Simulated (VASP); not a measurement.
# Rh (I4/mmm) in VASP: further runs

Rh is run at these levels: PBEsol; tasks: single point.

All numbers are computed with VASP 6.6.1; they aren't measurements. Logs are shortened: lines on timing, memory, paths and dates and some standing lists are left out, and cuts for length are marked.

## Step 1: The cell of the first run

It takes space group I4/mmm (No. 139, tetragonal). The conventional cell has a = 2.689 Å, b = 2.689 Å, c = 3.879 Å, α = 90.00°, β = 90.00°, γ = 90.00°. Within 3.5 Å of Rh (site symmetry 4/mmm) lie 12 Rh at 2.69 to 2.72 Å.

## Step 2: Single point, PBEsol (strain +0.0200 x Voigt [0, 0, 1, 0, 0, 0])

Input file INCAR:

```
SYSTEM = Rh
PREC = Accurate
ENCUT = 520
EDIFF = 1E-6
ISMEAR = 0
SIGMA = 0.15
LREAL = .False.
LASPH = .True.
NELM = 60
ALGO = Fast
ISIF = 2
LWAVE = .False.
LCHARG = .False.
GGA = PS
NBANDS = 14
```

Input file KPOINTS:

```
Automatic mesh
0
Gamma
  22 22 22
  0 0 0
```

Input file POSCAR:

```
Rh
1.0
    0.0000000000      1.9015500000      1.9395810000
    1.9015500000      0.0000000000      1.9395810000
    1.9015500000      1.9015500000      0.0000000000
Rh
1
Direct
    0.0000000000      0.0000000000      0.0000000000
```

Potentials or basis: VASP PAW PBE potentials, release 64 (Rh_pv).

On the command line:

```sh
cat potpaw_PBE.64/Rh_pv/POTCAR > POTCAR
mpirun -np 1 vasp_std > vasp.out
```

OUTCAR:

```text
SYSTEM = Rh
   PREC = Accurate
   ENCUT = 520
   EDIFF = 1E-6
   ISMEAR = 0
   LREAL = .False.
   LASPH = .True.
   NELM = 60
   ISIF = 2
   GGA = PS

 ion  position               nearest neighbor table
   1  0.000  0.000  0.000-

  LATTYP: Found a body centered tetragonal cell.
 ALAT       =     2.6891977995
 C/A-ratio  =     1.4424978336

  Lattice vectors:

 A1 = (  -1.9015500000,   0.0000000000,   1.9395810000)
 A2 = (   1.9015500000,   0.0000000000,   1.9395810000)
 A3 = (   0.0000000000,   1.9015500000,  -1.9395810000)

Analysis of symmetry for initial positions (statically):
=====================================================================
 Subroutine PRICEL returns:
 Original cell was already a primitive cell.

 Routine SETGRP: Setting up the symmetry group for a
 body centered tetragonal supercell.

 Subroutine GETGRP returns: Found 16 space group operations
 (whereof 16 operations were pure point group operations)
 out of a pool of 16 trial point group operations.

The static configuration has the point symmetry D_4h.

Analysis of symmetry for dynamics (positions and initial velocities):
=====================================================================
 Subroutine PRICEL returns:
 Original cell was already a primitive cell.

 Routine SETGRP: Setting up the symmetry group for a
 body centered tetragonal supercell.

 Subroutine GETGRP returns: Found 16 space group operations
 (whereof 16 operations were pure point group operations)
 out of a pool of 16 trial point group operations.

The dynamic configuration has the point symmetry D_4h.

 Subroutine INISYM returns: Found 16 space group operations
 (whereof 16 operations are pure point group operations),
 and found     1 'primitive' translations

----------------------------------------------------------------------------------------

                                     Primitive cell

  volume of cell :      14.0266

  direct lattice vectors                    reciprocal lattice vectors
     0.000000000  1.901550000  1.939581000    -0.262943388  0.262943388  0.257787636
     1.901550000  0.000000000  1.939581000     0.262943388 -0.262943388  0.257787636
     1.901550000  1.901550000  0.000000000     0.262943388  0.262943388 -0.257787636

  length of vectors
     2.716222903  2.716222903  2.689197800     0.452474216  0.452474216  0.452474216

  position of ions in fractional coordinates (direct lattice)
     0.000000000  0.000000000  0.000000000

  ion indices of the primitive-cell ions
   primitive index   ion index
                 1           1

----------------------------------------------------------------------------------------

 KPOINTS: Automatic mesh

Automatic generation of k-mesh.
 Grid dimensions read from file:
 generate k-points for:   22   22   22

 Generating k-lattice:

  Cartesian coordinates                     Fractional coordinates (reciprocal lattice)
    -0.011951972  0.011951972  0.011717620     0.045454545 -0.000000000  0.000000000
     0.011951972 -0.011951972  0.011717620    -0.000000000  0.045454545  0.000000000
     0.011951972  0.011951972 -0.011717620     0.000000000  0.000000000  0.045454545

  Length of vectors
     0.020567010  0.020567010  0.020567010

  Shift w.r.t. Gamma in fractional coordinates (k-lattice)
     0.000000000  0.000000000  0.000000000

 Subroutine IBZKPT returns following result:
 ===========================================

 Found    834 irreducible k-points:

 Following reciprocal coordinates:
            Coordinates               Weight
  0.000000  0.000000  0.000000      1.000000
  0.045455 -0.000000  0.000000      8.000000
  0.090909 -0.000000  0.000000      8.000000
  0.136364  0.000000  0.000000      8.000000
  0.181818 -0.000000  0.000000      8.000000
  0.227273 -0.000000  0.000000      8.000000
[... 16 lines left out ...]
  0.500000  0.045455  0.000000      8.000000
 -0.454545  0.045455  0.000000      8.000000
 [... further k-points ...]
   k-points           NKPTS =    834   k-points in BZ     NKDIM =    834   number of bands    NBANDS=     14
   number of dos      NEDOS =    301   number of ions     NIONS =      1
   total plane-waves  NPLWV =   8000
   dimension x,y,z NGX =    20 NGY =   20 NGZ =   20
   dimension x,y,z NGXF=    40 NGYF=   40 NGZF=   40
   ions per type =               1
   NGX,Y,Z   is equivalent  to a cutoff of  12.24, 12.24, 12.36 a.u.
   NGXF,Y,Z  is equivalent  to a cutoff of  24.48, 24.48, 24.73 a.u.
 SYSTEM =  Rh
   PREC   = accura    normal or accurate (medium, high low for compatibility)
   ISTART =      0    job   : 0-new  1-cont  2-samecut
   ICHARG =      2    charge: 1-file 2-atom 10-const
   ISPIN  =      1    spin polarized calculation?
   LNONCOLLINEAR =      F non collinear calculations
   LSORBIT =      F    spin-orbit coupling
   LASPH  =      T    aspherical Exc in radial PAW
   ENCUT  =  520.0 eV  38.22 Ry    6.18 a.u.   5.05  5.05  5.00*2*pi/ulx,y,z
   NELM   =     60;   NELMIN=  2; NELMDL= -5     # of ELM steps
   EDIFF  = 0.1E-05   stopping-criterion for ELM
   LREAL  =      F    real-space projection
   EDIFFG = 0.1E-04   stopping-criterion for IOM
   NSW    =      0    number of steps for IOM
   IBRION =     -1    ionic relax: 0-MD 1-quasi-New 2-CG
   NFREE  =      0    steps in history (QN), initial steepest desc. (CG)
   ISIF   =      2    stress and relaxation
   ISYM   =      2    0-nonsym 1-usesym 2-fastsym
   POTIM  = 0.5000    time-step for ionic-motion
   TEBEG  =    0.0;   TEEND  =   0.0 temperature during run
   PSTRESS=    0.0 pullay stress
   NELECT =      15.0000    total number of electrons
   NUPDOWN=      -1.0000    fix difference up-down
   EMIN   =  10.00;   EMAX   =-10.00  energy-range for DOS
   EFERMI =   0.00;   METHOD = LEGACY
   ISMEAR =     0;   SIGMA  =   0.15  broadening in eV -4-tet -1-fermi 0-gaus
   EFERMI_NEDOS =   21; number of points for ismear=-14 and -15
   IALGO  =     68    algorithm
   IMIX   =      4    mixing-type and parameters
     AMIX     =   0.40;   BMIX     =  1.00
     AMIX_MAG =   1.60;   BMIX_MAG =  1.00
  volume/ion in A,a.u.               =      14.03        94.66
  Fermi-wavevector in a.u.,A,eV,Ry     =   1.674123  3.163634 38.132897  2.802689
  Thomas-Fermi vector in A             =   2.758974
   LORBIT       =      0    0 simple, 1 ext, 2 COOP (PROOUT), +10 PAW based schemes
   GGA     = PS    functional components
   LHFCALC =     F    Hartree Fock is set to
   AEXX    =    0.0000 exact exchange contribution
   IVDW    =     0    specifies the selected vdW correction
   LEPSILON=     F    determine dielectric tensor
   LRPA    =     F    only Hartree local field effects (RPA)
 non-spin polarized calculation
 RMM-DIIS sequential band-by-band and
 Gauss-broadening in eV      SIGMA  =   0.15
  energy-cutoff  :      520.00
  volume of cell :       14.03
 maximum number of plane-waves:       388
   NGX =  9   NGY =  9   NGZ =  9

 number of electron      15.0000002 magnetization

 Free energy of the ion-electron system (eV)
  ---------------------------------------------------
  ext. energy  EPLUGINS =         0.00000000
  ---------------------------------------------------
  free energy    TOTEN  =        -8.12565292 eV

  energy without entropy =       -8.11018914  energy(sigma->0) =       -8.11792103

 E-fermi :  11.3861     XC(G=0): -14.0897

 val. band max:       11.3837805174   @ k =  -0.2273   0.1364   0.3636
 cond. band min:      11.3867226902   @ k =   0.4091   0.3636   0.0455
 fundamental gap:      0.0029421728
 Fermi energy:        11.3861147863

 k-point     1 :       0.0000    0.0000    0.0000
  band No.  band energies     occupation
      1     -34.9177      2.00000
      2     -34.9068      2.00000
      3     -34.9068      2.00000
      4       3.4849      2.00000
      5       8.2497      2.00000
      6       8.4616      2.00000
      7       8.4616      2.00000
      8      10.3052      2.00000
      9      10.5612      2.00000
     10      27.3446      0.00000
     11      31.8141      0.00000
     12      32.2856      0.00000
     13      32.8727      0.00000
     14      32.8727      0.00000

 k-point     2 :       0.0455   -0.0000    0.0000
  band No.  band energies     occupation
      1     -34.9270      2.00000
      2     -34.9140      2.00000
      3     -34.9085      2.00000
      4       3.5671      2.00000
      5       8.2563      2.00000
      6       8.4504      2.00000
      7       8.4937      2.00000
      8      10.2892      2.00000
      9      10.5407      2.00000
     10      27.4627      0.00000
     11      31.8104      0.00000
     12      32.0751      0.00000
     13      32.7143      0.00000
     14      32.9914      0.00000

 k-point     3 :       0.0909   -0.0000    0.0000
  band No.  band energies     occupation
      1     -34.9671      2.00000
      2     -34.9221      2.00000
      3     -34.9136      2.00000
      4       3.8073      2.00000
      5       8.2202      2.00000
      6       8.4760      2.00000
      7       8.5829      2.00000
      8      10.2520      2.00000
      9      10.4885      2.00000
     10      27.7908      0.00000
     11      31.0670      0.00000
     12      31.8178      0.00000
     13      32.9592      0.00000
     14      33.3392      0.00000
[... 324 lines left out ...]
 k-point    23 :       0.5000    0.0455    0.0000
  band No.  band energies     occupation
      1     -35.5912      2.00000
      2     -35.0279      2.00000
      3     -34.9954      2.00000
      4       5.4524      2.00000
      5       8.1633      2.00000
      6       8.4873      2.00000
      7      11.1734      1.95505
      8      11.9013      0.00000
      9      12.8799      0.00000
     10      19.8130      0.00000
     11      26.9229      0.00000
     12      31.8120      0.00000
     13      32.0681      0.00000
     14      32.4607      0.00000

 k-point    24 :      -0.4545    0.0455    0.0000
  band No.  band energies     occupation
      1     -35.5876      2.00000
      2     -35.0296      2.00000
      3     -34.9923      2.00000
      4       5.4587      2.00000
      5       8.1813      2.00000
      6       8.4853      2.00000
      7      11.1416      1.97884
      8      11.8118      0.00006
      9      12.8558      0.00000
     10      19.9416      0.00000
     11      26.9484      0.00000
     12      31.8081      0.00000
     13      31.9388      0.00000
     14      32.7219      0.00000

 [... further k-points ...]

------------------------ aborting loop because EDIFF is reached ----------------------------------------

  FORCE on cell =-STRESS in cart. coord.  units (eV):
  Direction    XX          YY          ZZ          XY          YZ          ZX
  --------------------------------------------------------------------------------------
  -------------------------------------------------------------------------------------
  Total       -0.7561347     -0.7561347     -1.1652519      0.0000000      0.0000000      0.0000000
  in kB      -86.3686869    -86.3686869   -133.0996725      0.0000000      0.0000000      0.0000000
  external PRESSURE =    -101.9456821 kB  Pullay stress =       0.0000000 kB

 VOLUME and BASIS-vectors are now :
 -----------------------------------------------------------------------------
  energy-cutoff  :      520.00
  volume of cell :       14.03
      direct lattice vectors                 reciprocal lattice vectors
     0.000000000  1.901550000  1.939581000    -0.262943388  0.262943388  0.257787636
     1.901550000  0.000000000  1.939581000     0.262943388 -0.262943388  0.257787636
     1.901550000  1.901550000  0.000000000     0.262943388  0.262943388 -0.257787636

 POSITION                                       TOTAL-FORCE (eV/Angst)
 -----------------------------------------------------------------------------------
      0.00000      0.00000      0.00000        -0.000000      0.000000      0.000000
 -----------------------------------------------------------------------------------
    total drift:                                0.000000     -0.000000      0.000000

  FREE ENERGIE OF THE ION-ELECTRON SYSTEM (eV)
  ---------------------------------------------------
  free  energy   TOTEN  =        -8.1256529154 eV

  energy  without entropy=       -8.1101891392  energy(sigma->0) =       -8.11792103
```

It took 97 s on 1 thread of Intel Xeon Platinum 8259CL at 2.50GHz (Skylake/Cascade Lake), shared host; peak memory 0.25 GiB.

Results:

- Free energy: -8.1257 eV
- Pressure: -10.2 GPa

Stress tensor (GPa, compression positive):
```
 -8.64   0.00   0.00
  0.00  -8.64   0.00
  0.00   0.00 -13.31
```

Levels at points of the mesh, in eV from the Fermi level:
```tsv
k point	band 5	band 6	band 7	band 8	band 9	band 10
(0.00, 0.00, 0.00)	-3.14	-2.92	-2.92	-1.08	-0.82	15.96
(0.50, 0.00, 0.00)	-3.17	-2.95	0.51	0.61	0.68	8.39
(0.50, 0.50, 0.00)	-5.79	0.56	0.95	0.95	2.89	11.61
(0.50, 0.00, 0.50)	-5.80	0.53	0.87	1.06	3.30	12.16
```

Caveat: the cell differs from its parent crystal (strain +0.0200 x Voigt [0, 0, 1, 0, 0, 0]); the PAW data sets were made with another functional, which shifts forces and pressure a little.

(Continued in part 2 of 2.)
